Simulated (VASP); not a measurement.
**SiO2: single point with PBE+D3(BJ)**

SiO2:

```xyz
12
Lattice="0.0000 4.7349 7.4025 2.3670 0.0000 7.4025 2.3670 4.7349 0.0000" Properties=species:S:1:pos:R:3 pbc="T T T"
Si    3.5504    7.1024   13.8726
Si    2.3670    4.7349   10.1714
Si    2.3670    4.7349    4.6335
Si    3.5504    7.1024    8.3347
O     1.1835    0.6205    3.7012
O     1.1835    4.1144    3.7012
O     2.3670    7.7229    7.4025
O     2.3670    1.7470    7.4025
O     2.9587    3.5512    5.5518
O     2.9587    5.9187    9.2531
O     1.7752    3.5512    9.2531
O     1.7752    5.9187    5.5518
```

```
Program             : VASP 6.6.1
Task                : single point
Functional          : PBE
Dispersion          : D3(BJ)
Potentials or basis : VASP PAW PBE potentials, release 64 (Si, O)
Cutoff              : 520 eV
k mesh              : 7 × 7 × 7
Occupations         : fermi-dirac, width 0.05 eV
Spin                : no spin polarisation
```

```json
{
 "Pressure": "0.1 GPa",
 "Largest force": "0.035 eV/Å",
 "Band gap on the k mesh": "5.69 eV",
 "Dispersion energy per atom": "-0.127 eV"
}
```

Forces on the atoms (eV/Å):
```
Si   0.000  0.000 -0.035
Si   0.000  0.000 -0.035
Si   0.000  0.000  0.035
Si   0.000  0.000  0.035
O    0.000  0.000  0.000
O    0.000  0.000  0.000
O    0.000  0.000  0.000
O    0.000  0.000  0.000
O    0.000  0.000  0.000
O    0.000  0.000  0.000
O    0.000  0.000  0.000
O    0.000  0.000  0.000
```

Stress tensor (GPa, compression positive):
```
 0.21  0.00  0.00
 0.00 -0.02  0.00
 0.00  0.00  0.15
```

Levels at points of the mesh, in eV from the valence-band top:
| k point | band 29 | band 30 | band 31 | band 32 | band 33 | band 34 | band 35 | band 36 |
| --- | --- | --- | --- | --- | --- | --- | --- | --- |
| (0.00, 0.00, 0.00) | -0.57 | -0.43 | -0.02 | 0.00 | 5.69 | 8.28 | 8.31 | 8.67 |

Wall time 13 min on 1 thread of AMD EPYC 7R13 Processor (Zen 3) (shared host), peak memory 0.57 GiB.

Caveat: an odd mesh through Γ misses points on the zone boundary, where band edges can lie.
